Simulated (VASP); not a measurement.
# Mg (P6_3/mmc) in VASP: further runs

The runs below take Mg through single point, with LDA.

Everything below comes from runs of VASP 6.6.1. Logs are shortened: lines on timing, memory, paths and dates and some standing lists are left out, and cuts for length are marked.

## (1) The cell of the first run

It takes space group P6_3/mmc (No. 194, hexagonal). Conventional cell: a = 3.144 Å, b = 3.144 Å, c = 5.104 Å, α = 90.00°, β = 90.00°, γ = 120.00°. Within 4.1 Å of Mg (site symmetry -6m2) lie 12 Mg at 3.13 to 3.14 Å.

## (2) Single point, LDA (volume scaled by 0.94)

The input, INCAR:

```
SYSTEM = Mg
ALGO = Normal ; EDIFF = 1E-6
ENCUT = 520 ; ISIF = 2
ISMEAR = -1 ; LASPH = .TRUE.
LCHARG = .FALSE. ; LREAL = .FALSE.
LWAVE = .FALSE. ; NBANDS = 9
NELM = 80 ; PREC = Accurate
SIGMA = 0.05
```

The input, KPOINTS:

```
k-points
0
G
  12 12 7
  0 0 0
```

The input, POSCAR:

```
Mg
1.0
    3.1437578123      0.0000000000      0.0000000000
   -1.5718789061      2.7225741288      0.0000000000
    0.0000000000      0.0000000000      5.1039668898
Mg
2
Direct
    0.3333333333      0.6666666667      0.2500000000
    0.6666666667      0.3333333333      0.7500000000
```

Potentials or basis: VASP PAW LDA potentials, release 64 (Mg).

Started as:

```
> cat potpaw_LDA.64/Mg/POTCAR > POTCAR
> mpirun -np 1 vasp_std > vasp.out
```

OUTCAR:

```text
SYSTEM = Mg
   EDIFF = 1E-6
   ENCUT = 520
   ISIF = 2
   ISMEAR = -1
   LASPH = .TRUE.
   LREAL = .FALSE.
   NELM = 80
   PREC = Accurate

 ion  position               nearest neighbor table
   1  0.333  0.667  0.250-   2 3.13   2 3.13   2 3.13   2 3.13   2 3.13   2 3.13
   2  0.667  0.333  0.750-   1 3.13   1 3.13   1 3.13   1 3.13   1 3.13   1 3.13

  LATTYP: Found a hexagonal cell.
 ALAT       =     3.1437578123
 C/A-ratio  =     1.6235242008

  Lattice vectors:

 A1 = (   3.1437578123,   0.0000000000,   0.0000000000)
 A2 = (  -1.5718789061,   2.7225741288,   0.0000000000)
 A3 = (   0.0000000000,   0.0000000000,   5.1039668898)

Analysis of symmetry for initial positions (statically):
[... 35 lines left out ...]
                                     Primitive cell

  volume of cell :      43.6854

  direct lattice vectors                    reciprocal lattice vectors
     3.143757812  0.000000000  0.000000000     0.318090661  0.183649729  0.000000000
    -1.571878906  2.722574129  0.000000000     0.000000000  0.367299457  0.000000000
     0.000000000  0.000000000  5.103966890     0.000000000  0.000000000  0.195926036

  length of vectors
     3.143757812  3.143757812  5.103966890     0.367299457  0.367299457  0.195926036

  position of ions in fractional coordinates (direct lattice)
     0.333333333  0.666666667  0.250000000
     0.666666667  0.333333333  0.750000000

  ion indices of the primitive-cell ions
   primitive index   ion index
                 1           1
                 2           2

----------------------------------------------------------------------------------------

 KPOINTS: k-points

Automatic generation of k-mesh.
 Grid dimensions read from file:
 generate k-points for:   12   12    7

 Generating k-lattice:

  Cartesian coordinates                     Fractional coordinates (reciprocal lattice)
     0.026507555  0.015304144  0.000000000     0.083333333  0.000000000  0.000000000
     0.000000000  0.030608288  0.000000000     0.000000000  0.083333333  0.000000000
     0.000000000  0.000000000  0.027989434     0.000000000  0.000000000  0.142857143

  Length of vectors
     0.030608288  0.030608288  0.027989434

  Shift w.r.t. Gamma in fractional coordinates (k-lattice)
     0.000000000  0.000000000  0.000000000

 Subroutine IBZKPT returns following result:
 ===========================================

 Found     76 irreducible k-points:

 Following reciprocal coordinates:
            Coordinates               Weight
  0.000000  0.000000  0.000000      1.000000
  0.083333  0.000000  0.000000      6.000000
  0.166667  0.000000  0.000000      6.000000
  0.250000 -0.000000  0.000000      6.000000
  0.333333  0.000000  0.000000      6.000000
  0.416667  0.000000  0.000000      6.000000
[... 16 lines left out ...]
  0.250000 -0.000000  0.142857     12.000000
  0.333333  0.000000  0.142857     12.000000
 [... further k-points ...]
   k-points           NKPTS =     76   k-points in BZ     NKDIM =     76   number of bands    NBANDS=      9
   number of dos      NEDOS =    301   number of ions     NIONS =      2
   total plane-waves  NPLWV =  23040
   dimension x,y,z NGX =    24 NGY =   24 NGZ =   40
   dimension x,y,z NGXF=    48 NGYF=   48 NGZF=   80
   ions per type =               2
   NGX,Y,Z   is equivalent  to a cutoff of  12.69, 12.69, 13.03 a.u.
   NGXF,Y,Z  is equivalent  to a cutoff of  25.38, 25.38, 26.06 a.u.
 SYSTEM =  Mg
   PREC   = accura    normal or accurate (medium, high low for compatibility)
   ISTART =      0    job   : 0-new  1-cont  2-samecut
   ICHARG =      2    charge: 1-file 2-atom 10-const
   ISPIN  =      1    spin polarized calculation?
   LNONCOLLINEAR =      F non collinear calculations
   LSORBIT =      F    spin-orbit coupling
   LASPH  =      T    aspherical Exc in radial PAW
   ENCUT  =  520.0 eV  38.22 Ry    6.18 a.u.   5.85  5.85  9.49*2*pi/ulx,y,z
   NELM   =     80;   NELMIN=  2; NELMDL= -5     # of ELM steps
   EDIFF  = 0.1E-05   stopping-criterion for ELM
   LREAL  =      F    real-space projection
   EDIFFG = 0.1E-04   stopping-criterion for IOM
   NSW    =      0    number of steps for IOM
   IBRION =     -1    ionic relax: 0-MD 1-quasi-New 2-CG
   NFREE  =      0    steps in history (QN), initial steepest desc. (CG)
   ISIF   =      2    stress and relaxation
   ISYM   =      2    0-nonsym 1-usesym 2-fastsym
   POTIM  = 0.5000    time-step for ionic-motion
   TEBEG  =    0.0;   TEEND  =   0.0 temperature during run
   PSTRESS=    0.0 pullay stress
   NELECT =       4.0000    total number of electrons
   NUPDOWN=      -1.0000    fix difference up-down
   EMIN   =  10.00;   EMAX   =-10.00  energy-range for DOS
   EFERMI =   0.00;   METHOD = LEGACY
   ISMEAR =    -1;   SIGMA  =   0.05  broadening in eV -4-tet -1-fermi 0-gaus
   EFERMI_NEDOS =   21; number of points for ismear=-14 and -15
   IALGO  =     38    algorithm
   IMIX   =      4    mixing-type and parameters
     AMIX     =   0.40;   BMIX     =  1.00
     AMIX_MAG =   1.60;   BMIX_MAG =  1.00
  volume/ion in A,a.u.               =      21.84       147.40
  Fermi-wavevector in a.u.,A,eV,Ry     =   0.737875  1.394381  7.407815  0.544459
  Thomas-Fermi vector in A             =   1.831661
   LORBIT       =      0    0 simple, 1 ext, 2 COOP (PROOUT), +10 PAW based schemes
   GGA     = CA    functional components
   LHFCALC =     F    Hartree Fock is set to
   AEXX    =    0.0000 exact exchange contribution
   IVDW    =     0    specifies the selected vdW correction
   LEPSILON=     F    determine dielectric tensor
   LRPA    =     F    only Hartree local field effects (RPA)
 non-spin polarized calculation
  energy-cutoff  :      520.00
  volume of cell :       43.69
 maximum number of plane-waves:      1194
 NGX is ok and might be reduce to    24
   NGX = 11   NGY = 11   NGZ = 19

 number of electron       4.0000000 magnetization

 Free energy of the ion-electron system (eV)
  ---------------------------------------------------
  ext. energy  EPLUGINS =         0.00000000
  ---------------------------------------------------
  free energy    TOTEN  =        -3.62240090 eV

  energy without entropy =       -3.61520682  energy(sigma->0) =       -3.61880386

 E-fermi :   2.6717     XC(G=0):  -8.8415

 val. band max:        2.6658448499   @ k =   0.2500   0.0833   0.0000
 cond. band min:       2.8169320728   @ k =   0.4167   0.0833   0.2857
 fundamental gap:      0.1510872229
 Fermi energy:         2.6716763535

 k-point     1 :       0.0000    0.0000    0.0000
  band No.  band energies     occupation
      1      -4.4034      2.00000
      2       0.9996      2.00000
      3       1.4587      2.00000
      4      13.9171      0.00000
      5      13.9171      0.00000
      6      14.0620      0.00000
      7      14.0620      0.00000
      8      14.8375      0.00000
      9      16.5717      0.00000

 k-point     2 :       0.0833    0.0000    0.0000
  band No.  band energies     occupation
      1      -4.2623      2.00000
      2       1.1276      2.00000
      3       1.5957      2.00000
      4      11.6144      0.00000
      5      12.7086      0.00000
      6      13.5466      0.00000
      7      15.4566      0.00000
      8      15.7080      0.00000
      9      16.3941      0.00000

 k-point     3 :       0.1667    0.0000    0.0000
  band No.  band energies     occupation
      1      -3.8403      2.00000
      2       1.5116      2.00000
      3       2.0011      2.00000
      4       9.0330      0.00000
      5      11.6600      0.00000
      6      12.2932      0.00000
      7      13.8654      0.00000
      8      14.8070      0.00000
      9      16.3265      0.00000

 k-point     4 :       0.2500   -0.0000    0.0000
  band No.  band energies     occupation
      1      -3.1413      2.00000
      2       2.1525      1.99994
      3       2.6495      1.21821
      4       6.6425      0.00000
      5      10.8456      0.00000
      6      10.9398      0.00000
      7      11.4536      0.00000
      8      13.2276      0.00000
      9      15.4020      0.00000

 k-point     5 :       0.3333    0.0000    0.0000
  band No.  band energies     occupation
      1      -2.1717      2.00000
      2       3.0511      0.00101
      3       3.3272      0.00000
      4       4.6900      0.00000
      5       9.2652      0.00000
      6       9.4321      0.00000
      7      10.2653      0.00000
      8      12.0886      0.00000
      9      14.7364      0.00000

 k-point     6 :       0.4167    0.0000    0.0000
  band No.  band energies     occupation
      1      -0.9411      2.00000
      2       2.2103      1.99980
      3       4.2061      0.00000
      4       4.9911      0.00000
      5       7.3297      0.00000
      6       7.8480      0.00000
      7       9.9179      0.00000
      8      11.4635      0.00000
      9      14.3334      0.00000

 k-point     7 :       0.5000   -0.0000    0.0000
  band No.  band energies     occupation
      1       0.5279      2.00000
      2       0.5432      2.00000
      3       5.4593      0.00000
      4       5.8155      0.00000
      5       6.1077      0.00000
      6       6.5257      0.00000
      7       9.8023      0.00000
      8      11.2664      0.00000
      9      14.1985      0.00000

 k-point     8 :       0.0833    0.0833    0.0000
  band No.  band energies     occupation
      1      -3.9807      2.00000
      2       1.3836      2.00000
      3       1.8671      2.00000
      4      10.2431      0.00000
      5      10.5626      0.00000
      6      14.5803      0.00000
      7      14.6660      0.00000
      8      14.9178      0.00000
      9      15.6674      0.00000

 k-point     9 :       0.1667    0.0833    0.0000
  band No.  band energies     occupation
      1      -3.4202      2.00000
      2       1.8961      2.00000
      3       2.3966      1.99188
      4       7.8840      0.00000
      5       9.4042      0.00000
      6      12.6902      0.00000
      7      13.0163      0.00000
      8      14.3759      0.00000
      9      14.5870      0.00000

 k-point    10 :       0.2500    0.0833    0.0000
  band No.  band energies     occupation
      1      -2.5860      2.00000
      2       2.6658      1.05825
      3       3.1240      0.00024
      4       5.6523      0.00000
      5       8.5722      0.00000
      6      10.4161      0.00000
      7      11.2207      0.00000
      8      13.5521      0.00000
      9      13.7559      0.00000
[... 85 lines left out ...]
 k-point    18 :       0.3333    0.2500    0.0000
  band No.  band energies     occupation
      1       0.6706      2.00000
      2       2.2376      1.99966
      3       3.7420      0.00000
      4       5.7353      0.00000
      5       6.5908      0.00000
      6       7.3120      0.00000
      7       8.5930      0.00000
      8       8.9655      0.00000
      9      10.1927      0.00000

 k-point    19 :       0.3333    0.3333    0.0000
  band No.  band energies     occupation
      1       2.0863      1.99998
      2       2.1263      1.99996
      3       2.1263      1.99996
      4       6.9652      0.00000
      5       6.9652      0.00000
      6       7.1635      0.00000
      7       7.6924      0.00000
      8       8.9029      0.00000
      9       8.9029      0.00000

 k-point    20 :       0.0000    0.0000    0.1429
  band No.  band energies     occupation
      1      -4.2854      2.00000
      2      -0.2515      2.00000
      3       2.9120      0.01621
      4      13.6518      0.00000
      5      14.0081      0.00000
      6      14.0081      0.00000
      7      14.1381      0.00000
      8      14.1381      0.00000
      9      16.6579      0.00000

 k-point    21 :       0.0833    0.0000    0.1429
  band No.  band energies     occupation
      1      -4.1444      2.00000
      2      -0.1173      2.00000
      3       3.0419      0.00122
      4      11.6939      0.00000
      5      12.8033      0.00000
      6      13.4292      0.00000
      7      14.2076      0.00000
      8      15.4078      0.00000
      9      15.7738      0.00000

 k-point    22 :       0.1667    0.0000    0.1429
  band No.  band energies     occupation
      1      -3.7229      2.00000
      2       0.2840      2.00000
      3       3.4265      0.00000
      4       9.1340      0.00000
      5      11.7569      0.00000
      6      12.1088      0.00000
      7      13.1644      0.00000
      8      14.8196      0.00000
      9      15.1495      0.00000

 k-point    23 :       0.2500   -0.0000    0.1429
  band No.  band energies     occupation
      1      -3.0248      2.00000
      2       0.9468      2.00000
      3       4.0358      0.00000
      4       6.7635      0.00000
      5      10.1521      0.00000
      6      10.9428      0.00000
      7      11.8152      0.00000
      8      13.8026      0.00000
      9      14.3666      0.00000

 k-point    24 :       0.3333    0.0000    0.1429
  band No.  band energies     occupation
      1      -2.0566      2.00000
      2       1.8515      2.00000
      3       4.2061      0.00000
      4       5.3068      0.00000
      5       8.1165      0.00000
      6      10.3625      0.00000
      7      10.5177      0.00000
      8      12.4118      0.00000
      9      13.7743      0.00000

 [... further k-points ...]
[... 5 lines left out ...]
  --------------------------------------------------------------------------------------
  -------------------------------------------------------------------------------------
  Total       -0.1253091     -0.1253091     -0.3851782     -0.0000000      0.0000000      0.0000000
  in kB       -4.5957527     -4.5957527    -14.1265329     -0.0000000      0.0000000      0.0000000
  external PRESSURE =      -7.7726795 kB  Pullay stress =       0.0000000 kB

 VOLUME and BASIS-vectors are now :
 -----------------------------------------------------------------------------
  energy-cutoff  :      520.00
  volume of cell :       43.69
      direct lattice vectors                 reciprocal lattice vectors
     3.143757812  0.000000000  0.000000000     0.318090661  0.183649729  0.000000000
    -1.571878906  2.722574129  0.000000000     0.000000000  0.367299457  0.000000000
     0.000000000  0.000000000  5.103966890     0.000000000  0.000000000  0.195926036

 POSITION                                       TOTAL-FORCE (eV/Angst)
 -----------------------------------------------------------------------------------
     -0.00000      1.81505      1.27599         0.000000      0.000000      0.000000
      1.57188      0.90752      3.82798        -0.000000     -0.000000      0.000000
 -----------------------------------------------------------------------------------
    total drift:                                0.000000     -0.000000      0.000000

  FREE ENERGIE OF THE ION-ELECTRON SYSTEM (eV)
  ---------------------------------------------------
  free  energy   TOTEN  =        -3.6224008952 eV

  energy  without entropy=       -3.6152068233  energy(sigma->0) =       -3.61880386
```

Wall time 7.8 s (1 thread of Intel Xeon Platinum 8488C (Sapphire Rapids), shared host); peak memory 0.15 GiB.

What came out:

```
Free energy            : -3.6224 eV
Pressure               : -0.8 GPa
Band gap on the k mesh : zero (band 2 reaches 3.75 eV, above the bottom of band 3 at 1.46 eV)
```

## (3) Single point, LDA (volume scaled by 0.98)

The input, INCAR:

```
PREC     = Accurate       # precision mode
ENCUT    = 520            # plane-wave cutoff, eV
EDIFF    = 1E-6           # SCF threshold, eV
ISMEAR   = -1             # smearing method
SIGMA    = 0.05           # smearing width, eV
LREAL    = F              # projectors in reciprocal space
LASPH    = T              # aspherical terms in the spheres
NELM     = 80             # most SCF steps
ALGO     = Normal         # electronic algorithm
ISIF     = 2              # what is computed and relaxed
LWAVE    = F              # write WAVECAR
LCHARG   = T              # write CHGCAR
GGA      = CA             # functional
LELF     = T              # ELF
LVHAR    = T            
NBANDS   = 9              # bands
```

The input, KPOINTS:

```
Automatic mesh
0
Gamma
  12 12 7
```

The input, POSCAR:

```
Mg
1.0
    3.1877321484      0.0000000000      0.0000000000
   -1.5938660741      2.7606570210      0.0000000000
    0.0000000000      0.0000000000      5.1753602886
Mg
2
Direct
    0.3333333333      0.6666666667      0.2500000000
    0.6666666667      0.3333333333      0.7500000000
```

Potentials or basis: VASP PAW LDA potentials, release 64 (Mg).

Started as:

```
> cat potpaw_LDA.64/Mg/POTCAR > POTCAR
> mpirun -np 1 vasp_std > vasp.out
```

Wall time 8.5 s (1 thread of Intel Xeon Platinum 8488C (Sapphire Rapids), shared host); peak memory 0.16 GiB.

The run converged. Its results:

```yaml
Free_energy: -3.6047 eV
Pressure: -2.2 GPa
Band_gap_on_the_k_mesh: zero (band 2 reaches 3.52 eV, above the bottom of band 3 at 1.24 eV)
```

Stress tensor (GPa, compression positive):
```
-1.92  0.00  0.00
 0.00 -1.92  0.00
 0.00  0.00 -2.82
```

Levels at points of the mesh, in eV from the Fermi level:
| k point | band 1 | band 2 | band 3 | band 4 | band 5 | band 6 | band 7 |
| --- | --- | --- | --- | --- | --- | --- | --- |
| (0.00, 0.00, 0.00) | -6.90 | -1.61 | -1.22 | 11.00 | 11.00 | 11.05 | 11.05 |
| (0.50, 0.00, 0.00) | -2.10 | -2.08 | 2.72 | 3.12 | 3.31 | 3.73 | 6.91 |

[end of part 1 of 2]
